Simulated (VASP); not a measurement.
# MoS2 (P-3m1) in VASP: notebook

Aim: see how the results for MoS2 move with the level of theory and the settings. Levels: r2SCAN, PBE-based screened hybrid with 20 % exact exchange. Tasks: relaxation of cell and atoms, single point.

All numbers are computed with VASP 6.6.1; they aren't measurements. Logs are shortened: lines on timing, memory, paths and dates and some standing lists are left out, and cuts for length are marked.

## 1. The cell of the first run

Symmetry: P-3m1, No. 164, trigonal system. The conventional cell has a = 3.227 Å, b = 3.227 Å, c = 6.312 Å, α = 90.00°, β = 90.00°, γ = 120.00°. Within 3.3 Å of Mo (site symmetry -3m) lie 6 S at 2.42 Å and 6 Mo at 3.23 Å. Within 3.3 Å of S (site symmetry 3m) lie 3 Mo at 2.42 Å and 6 S at 3.23 Å.

## 2. Relaxation of cell and atoms, r2SCAN

POSCAR

```
MoS2
1.0
    3.2274645616      0.0000000000      0.0000000000
   -1.6137322808      2.7950663001      0.0000000000
    0.0000000000      0.0000000000      6.3124734200
Mo S
1 2
Direct
    0.0000000000      0.0000000000      0.5000000000
    0.6666666667      0.3333333333      0.7446806800
    0.3333333333      0.6666666667      0.2553193200
```

INCAR.step1

```
SYSTEM = MoS2
PREC = Accurate ; ENCUT = 600
ISMEAR = -1 ; SIGMA = 0.05
LREAL = .False. ; LASPH = .True.
NELM = 100 ; GGA = PE
ALGO = Normal ; EDIFF = 1E-4
LWAVE = .True. ; LCHARG = .False.
```

INCAR.step2

```
SYSTEM = MoS2
PREC = Accurate ; ENCUT = 600
EDIFF = 1E-6 ; ISMEAR = -1
SIGMA = 0.05 ; LREAL = .False.
LASPH = .True. ; NELM = 100
ALGO = Normal ; ISIF = 3
LWAVE = .False. ; LCHARG = .False.
METAGGA = R2SCAN ; LMIXTAU = .True.
IBRION = 2 ; NSW = 60
EDIFFG = -0.01 ; ISTART = 1
```

KPOINTS

```
Automatic mesh
0
Gamma
  9 9 4
  0 0 0
```

Potentials or basis: VASP PAW PBE potentials, release 64 (Mo_sv, S).

Launch:

```sh
$ cat potpaw_PBE.64/Mo_sv/POTCAR potpaw_PBE.64/S/POTCAR > POTCAR
$ cp INCAR.step1 INCAR
$ mpirun -np 1 vasp_std > vasp.out
$ cp INCAR.step2 INCAR
$ mpirun -np 1 vasp_std > vasp.out
```

OUTCAR:

```text
SYSTEM = MoS2
   PREC = Accurate
   ENCUT = 600
   EDIFF = 1E-6
   ISMEAR = -1
   LREAL = .False.
   LASPH = .True.
   NELM = 100
   ISIF = 3
   METAGGA = R2SCAN
   IBRION = 2
   NSW = 60
   EDIFFG = -0.01
   ISTART = 1

 ion  position               nearest neighbor table
   1  0.000  0.000  0.500-   2 2.42   3 2.42   3 2.42   2 2.42   2 2.42   3 2.42
   2  0.667  0.333  0.745-   1 2.42   1 2.42   1 2.42
   3  0.333  0.667  0.255-   1 2.42   1 2.42   1 2.42

  LATTYP: Found a hexagonal cell.
 ALAT       =     3.2274645616
 C/A-ratio  =     1.9558614199

  Lattice vectors:

 A1 = (   3.2274645616,   0.0000000000,   0.0000000000)
 A2 = (  -1.6137322808,   2.7950663001,   0.0000000000)
 A3 = (   0.0000000000,   0.0000000000,   6.3124734200)

Analysis of symmetry for initial positions (statically):
=====================================================================
 Subroutine PRICEL returns:
 Original cell was already a primitive cell.

 Routine SETGRP: Setting up the symmetry group for a
 hexagonal supercell.

 Subroutine GETGRP returns: Found 12 space group operations
 (whereof 12 operations were pure point group operations)
 out of a pool of 24 trial point group operations.

The static configuration has the point symmetry D_3d.

Analysis of symmetry for dynamics (positions and initial velocities):
=====================================================================
 Subroutine PRICEL returns:
 Original cell was already a primitive cell.

 Routine SETGRP: Setting up the symmetry group for a
 hexagonal supercell.

 Subroutine GETGRP returns: Found 12 space group operations
 (whereof 12 operations were pure point group operations)
 out of a pool of 24 trial point group operations.

The dynamic configuration has the point symmetry D_3d.

 Subroutine INISYM returns: Found 12 space group operations
 (whereof 12 operations are pure point group operations),
 and found     1 'primitive' translations

----------------------------------------------------------------------------------------

                                     Primitive cell

  volume of cell :      56.9447

  direct lattice vectors                    reciprocal lattice vectors
     3.227464562  0.000000000  0.000000000     0.309840737  0.178886633  0.000000000
    -1.613732281  2.795066300  0.000000000     0.000000000  0.357773266  0.000000000
     0.000000000  0.000000000  6.312473420     0.000000000  0.000000000  0.158416509

  length of vectors
     3.227464562  3.227464562  6.312473420     0.357773266  0.357773266  0.158416509

  position of ions in fractional coordinates (direct lattice)
     0.000000000  0.000000000  0.500000000
     0.666666667  0.333333333  0.744680680
     0.333333333  0.666666667  0.255319320

  ion indices of the primitive-cell ions
   primitive index   ion index
                 1           1
                 2           2
                 3           3

----------------------------------------------------------------------------------------

 KPOINTS: Automatic mesh

Automatic generation of k-mesh.
 Grid dimensions read from file:
 generate k-points for:    9    9    4

 Generating k-lattice:

  Cartesian coordinates                     Fractional coordinates (reciprocal lattice)
     0.034426749  0.019876293  0.000000000     0.111111111  0.000000000  0.000000000
     0.000000000  0.039752585  0.000000000     0.000000000  0.111111111  0.000000000
     0.000000000  0.000000000  0.039604127     0.000000000  0.000000000  0.250000000

  Length of vectors
     0.039752585  0.039752585  0.039604127

  Shift w.r.t. Gamma in fractional coordinates (k-lattice)
     0.000000000  0.000000000  0.000000000

 Subroutine IBZKPT returns following result:
 ===========================================

 Found     43 irreducible k-points:

 Following reciprocal coordinates:
            Coordinates               Weight
  0.000000  0.000000  0.000000      1.000000
  0.111111  0.000000  0.000000      6.000000
  0.222222  0.000000  0.000000      6.000000
  0.333333  0.000000  0.000000      6.000000
  0.444444  0.000000  0.000000      6.000000
  0.111111  0.111111  0.000000      6.000000
[... 16 lines left out ...]
  0.222222  0.111111  0.250000     12.000000
 -0.111111  0.333333  0.250000     12.000000
 [... further k-points ...]
   k-points           NKPTS =     43   k-points in BZ     NKDIM =     43   number of bands    NBANDS=     17
   number of dos      NEDOS =    301   number of ions     NIONS =      3
   total plane-waves  NPLWV =  39200
   dimension x,y,z NGX =    28 NGY =   28 NGZ =   50
   dimension x,y,z NGXF=    56 NGYF=   56 NGZF=  100
   ions per type =               1   2
   NGX,Y,Z   is equivalent  to a cutoff of  14.42, 14.42, 13.17 a.u.
   NGXF,Y,Z  is equivalent  to a cutoff of  28.85, 28.85, 26.34 a.u.
 SYSTEM =  MoS2
   PREC   = accura    normal or accurate (medium, high low for compatibility)
   ISTART =      1    job   : 0-new  1-cont  2-samecut
   ICHARG =      0    charge: 1-file 2-atom 10-const
   ISPIN  =      1    spin polarized calculation?
   LNONCOLLINEAR =      F non collinear calculations
   LSORBIT =      F    spin-orbit coupling
   LASPH  =      T    aspherical Exc in radial PAW
   ENCUT  =  600.0 eV  44.10 Ry    6.64 a.u.   6.45  6.45 12.61*2*pi/ulx,y,z
   NELM   =    100;   NELMIN=  2; NELMDL=  0     # of ELM steps
   EDIFF  = 0.1E-05   stopping-criterion for ELM
   LREAL  =      F    real-space projection
   EDIFFG = -.1E-01   stopping-criterion for IOM
   NSW    =     60    number of steps for IOM
   IBRION =      2    ionic relax: 0-MD 1-quasi-New 2-CG
   NFREE  =      1    steps in history (QN), initial steepest desc. (CG)
   ISIF   =      3    stress and relaxation
   ISYM   =      2    0-nonsym 1-usesym 2-fastsym
   POTIM  = 0.5000    time-step for ionic-motion
   TEBEG  =    0.0;   TEEND  =   0.0 temperature during run
   PSTRESS=    0.0 pullay stress
   NELECT =      26.0000    total number of electrons
   NUPDOWN=      -1.0000    fix difference up-down
   EMIN   =  10.00;   EMAX   =-10.00  energy-range for DOS
   EFERMI =   0.00;   METHOD = LEGACY
   ISMEAR =    -1;   SIGMA  =   0.05  broadening in eV -4-tet -1-fermi 0-gaus
   EFERMI_NEDOS =   21; number of points for ismear=-14 and -15
   IALGO  =     38    algorithm
   IMIX   =      4    mixing-type and parameters
     AMIX     =   0.40;   BMIX     =  1.00
     AMIX_MAG =   1.60;   BMIX_MAG =  1.00
  volume/ion in A,a.u.               =      18.98       128.09
  Fermi-wavevector in a.u.,A,eV,Ry     =   1.260612  2.382212 21.621610  1.589144
  Thomas-Fermi vector in A             =   2.394113
   LORBIT       =      0    0 simple, 1 ext, 2 COOP (PROOUT), +10 PAW based schemes
   METAGGA = R2SCAN    functional components
   LHFCALC =     F    Hartree Fock is set to
   AEXX    =    0.0000 exact exchange contribution
   IVDW    =     0    specifies the selected vdW correction
   LEPSILON=     F    determine dielectric tensor
   LRPA    =     F    only Hartree local field effects (RPA)
 conjugate gradient relaxation of ions
 non-spin polarized calculation
  energy-cutoff  :      600.00
  volume of cell :       56.94
 maximum number of plane-waves:      1934
 NGX is ok and might be reduce to    28
   NGX = 13   NGY = 13   NGZ = 25

--------------------------------------- Ionic step        1  -------------------------------------------

 number of electron      26.0000002 magnetization

 Free energy of the ion-electron system (eV)
  ---------------------------------------------------
  ext. energy  EPLUGINS =         0.00000000
  ---------------------------------------------------
  free energy    TOTEN  =       -44.16028749 eV

  energy without entropy =      -44.15128778  energy(sigma->0) =      -44.15578764

------------------------ aborting loop because EDIFF is reached ----------------------------------------

  FORCE on cell =-STRESS in cart. coord.  units (eV):
  Direction    XX          YY          ZZ          XY          YZ          ZX
  --------------------------------------------------------------------------------------
  -------------------------------------------------------------------------------------
  Total       -0.0655430     -0.0655430      0.1481980      0.0000000      0.0000000     -0.0000000
  in kB       -1.8440980     -1.8440980      4.1696518      0.0000000      0.0000000     -0.0000000
  external PRESSURE =       0.1604853 kB  Pullay stress =       0.0000000 kB
[... 92 lines left out ...]
  FREE ENERGIE OF THE ION-ELECTRON SYSTEM (eV)
  ---------------------------------------------------
  free  energy   TOTEN  =       -44.1608346807 eV

  energy  without entropy=      -44.1520551943  energy(sigma->0) =      -44.15644494

[... ionic steps 4 to 17 ...]

--------------------------------------- Ionic step       18  -------------------------------------------

 number of electron      25.9999999 magnetization

------------------------ aborting loop because EDIFF is reached ----------------------------------------

  FORCE on cell =-STRESS in cart. coord.  units (eV):
  Direction    XX          YY          ZZ          XY          YZ          ZX
  --------------------------------------------------------------------------------------
  -------------------------------------------------------------------------------------
  Total       -0.0331042     -0.0331042     -0.0121468      0.0000000     -0.0000000     -0.0000000
  in kB       -0.9425121     -0.9425121     -0.3458315      0.0000000     -0.0000000     -0.0000000
  external PRESSURE =      -0.7436185 kB  Pullay stress =       0.0000000 kB
[... 59 lines left out ...]
  energy  without entropy=      -44.1530771449  energy(sigma->0) =      -44.15740365

--------------------------------------- Ionic step       20  -------------------------------------------

 number of electron      25.9999999 magnetization

 Free energy of the ion-electron system (eV)
  ---------------------------------------------------
  ext. energy  EPLUGINS =         0.00000000
  ---------------------------------------------------
  free energy    TOTEN  =       -44.16177134 eV

  energy without entropy =      -44.15307225  energy(sigma->0) =      -44.15742179

 E-fermi :   7.0237     XC(G=0): -11.2120

 val. band max:        7.0024077992   @ k =   0.1111   0.0000   0.0000
 cond. band min:       7.0324759148   @ k =   0.3333   0.2222   0.0000
 fundamental gap:      0.0300681156
 Fermi energy:         7.0237426307

 k-point     1 :       0.0000    0.0000    0.0000
  band No.  band energies     occupation
      1     -56.7698      2.00000
      2     -30.0770      2.00000
      3     -30.0349      2.00000
      4     -30.0349      2.00000
      5      -8.5754      2.00000
      6      -7.0443      2.00000
[... 9 lines left out ...]
     16      10.3294      0.00000
     17      10.3294      0.00000
[... 443 lines left out ...]
      1     -56.7472      2.00000
      2     -30.2494      2.00000
      3     -30.1002      2.00000
      4     -30.0299      2.00000
      5      -7.3045      2.00000
      6      -6.9255      2.00000
[... 9 lines left out ...]
     16       9.8324      0.00000
     17      10.8085      0.00000

 [... further k-points ...]
[... 5 lines left out ...]
  --------------------------------------------------------------------------------------
  -------------------------------------------------------------------------------------
  Total       -0.0114591     -0.0114591     -0.0201996      0.0000000      0.0000000     -0.0000000
  in kB       -0.3272439     -0.3272439     -0.5768491      0.0000000      0.0000000     -0.0000000
  external PRESSURE =      -0.4104457 kB  Pullay stress =       0.0000000 kB
[... 18 lines left out ...]
  FREE ENERGIE OF THE ION-ELECTRON SYSTEM (eV)
  ---------------------------------------------------
  free  energy   TOTEN  =       -44.1617713410 eV

  energy  without entropy=      -44.1530722460  energy(sigma->0) =      -44.15742179

 reached required accuracy - stopping structural energy minimisation
```

It took 40 min on 1 thread of Intel Xeon Platinum 8259CL at 2.50GHz (Skylake/Cascade Lake), shared host; peak memory 0.24 GiB.

What came out:

- Free energy: -44.1618 eV
- Relaxed volume: 18.70 Å³/atom
- Relaxed cell: a = 3.220 Å, b = 3.220 Å, c = 6.247 Å, α = 90.00°, β = 90.00°, γ = 120.00°
- Space group after relaxing (to 0.1 Å): P-3m1 (No. 164)
- Energy gained by relaxing: 0.5 meV/atom
- Ionic steps: 20
- Pressure after relaxing: 0.0 GPa
- Largest force after relaxing: 0.006 eV/Å
- Band gap on the k mesh: zero (bands 13 and 14 overlap by 1.22 eV)

Forces in eV/Å, atoms in the order of the input:
```
Mo   0.000  0.000  0.000
S    0.000  0.000 -0.006
S    0.000  0.000  0.006
```

The path:
```csv
step,energy change (eV),largest force (eV/Å),pressure (GPa),volume (Å³)
1,0.0000,0.0859,0.02,56.94
2,-0.0005,0.0122,-0.43,56.96
3,-0.0005,0.0034,-0.41,56.96
4,-0.0009,0.0131,-0.03,56.71
5,-0.0009,0.0135,-0.05,56.71
6,-0.0009,0.0204,0.01,56.68
7,-0.0010,0.0391,0.11,56.62
8,-0.0009,0.0762,0.30,56.48
9,-0.0010,0.0505,0.17,56.57
10,-0.0010,0.0502,0.16,56.57
11,-0.0010,0.0466,0.13,56.57
12,-0.0011,0.0407,0.07,56.56
13,-0.0012,0.0281,-0.06,56.54
14,-0.0011,0.0039,-0.31,56.50
15,-0.0012,0.0226,-0.12,56.53
16,-0.0012,0.0207,-0.12,56.50
17,-0.0013,0.0158,-0.11,56.43
18,-0.0014,0.0052,-0.07,56.27
19,-0.0014,0.0155,-0.01,55.97
20,-0.0015,0.0063,-0.04,56.10
```

Final structure:
```cif
data_structure
_symmetry_space_group_name_H-M 'P 1'
_symmetry_Int_Tables_number 1
_cell_length_a 3.2202
_cell_length_b 3.2202
_cell_length_c 6.2473
_cell_angle_alpha 90.000
_cell_angle_beta 90.000
_cell_angle_gamma 120.000
_cell_volume 56.10
loop_
_atom_site_label
_atom_site_type_symbol
_atom_site_fract_x
_atom_site_fract_y
_atom_site_fract_z
_atom_site_occupancy
Mo1 Mo 0.00000 0.00000 0.50000 1
S1 S 0.66667 0.33333 0.74853 1
S2 S 0.33333 0.66667 0.25147 1
```

Levels at points of the mesh, in eV from the Fermi level:
```
           k point  band 11  band 12  band 13  band 14  band 15  band 16
(0.00, 0.00, 0.00)    -1.14    -0.98    -0.98    -0.39    -0.39     3.31
(0.00, 0.00, 0.50)    -0.99    -0.99    -0.48    -0.48    -0.07     3.50
```

Caveat: the PAW data sets were made with another functional, which shifts forces and pressure a little.

## 3. Single point, PBE-based screened hybrid with 20 % exact exchange

POSCAR is that of step 2.

INCAR.step1

```
SYSTEM = MoS2
PREC = Accurate ; ENCUT = 520
EDIFF = 1E-5 ; ISMEAR = -1
SIGMA = 0.05 ; LREAL = .False.
LASPH = .True. ; NELM = 100
ALGO = Normal ; ISIF = 2
LWAVE = .True. ; GGA = PE
NBANDS = 20
```

INCAR.step2

```
SYSTEM = MoS2
PREC = Accurate ; ENCUT = 520
EDIFF = 1E-6 ; ISMEAR = -1
SIGMA = 0.05 ; LREAL = .False.
LASPH = .True. ; NELM = 100
ALGO = Normal ; ISIF = 2
LWAVE = .False. ; LCHARG = .True.
GGA = PE ; LHFCALC = .True.
AEXX = 0.2 ; HFSCREEN = 0.2
PRECFOCK = Normal ; LELF = .True.
LVHAR = .True. ; ISTART = 1
NBANDS = 20
```

KPOINTS

```
Automatic mesh
0
Gamma
  5 5 2
  0 0 0
```

Potentials or basis: VASP PAW PBE potentials, release 64 (Mo_sv, S).

Launch:

```sh
$ cat potpaw_PBE.64/Mo_sv/POTCAR potpaw_PBE.64/S/POTCAR > POTCAR
$ cp INCAR.step1 INCAR
$ mpirun -np 1 vasp_std > vasp.out
$ cp INCAR.step2 INCAR
$ mpirun -np 1 vasp_std > vasp.out
```

It took 7.3 min on 1 thread of Intel Xeon 6975P-C (Granite Rapids), shared host; peak memory 0.29 GiB.

It converged, with:

```
Free energy            : -24.3114 eV
Pressure               : -2.5 GPa
Largest force          : 0.286 eV/Å
Band gap on the k mesh : zero (bands 13 and 14 overlap by 0.35 eV)
```

Forces in eV/Å, atoms in the order of the input:
```
Mo   0.000  0.000  0.000
S    0.000  0.000 -0.286
S    0.000  0.000  0.286
```

Stress tensor (GPa, compression positive):
```
-2.59  0.00  0.00
 0.00 -2.59  0.00
 0.00  0.00 -2.34
```

Levels at points of the mesh, in eV from the Fermi level:
```tsv
k point	band 9	band 10	band 11	band 12	band 13	band 14	band 15	band 16	band 17	band 18
(0.00, 0.00, 0.00)	-4.38	-2.06	-1.03	-0.92	-0.92	-0.27	-0.27	3.88	3.88	6.72
(0.00, 0.00, 0.50)	-4.37	-3.92	-0.93	-0.93	-0.35	-0.35	0.04	4.05	4.05	6.68
```

Caveat: the k points lie up to 0.50 Å⁻¹ apart; the PAW data sets were made with another functional, which shifts forces and pressure a little.

The gap in the log of VASP goes by the Fermi energy; the results here count the filled bands.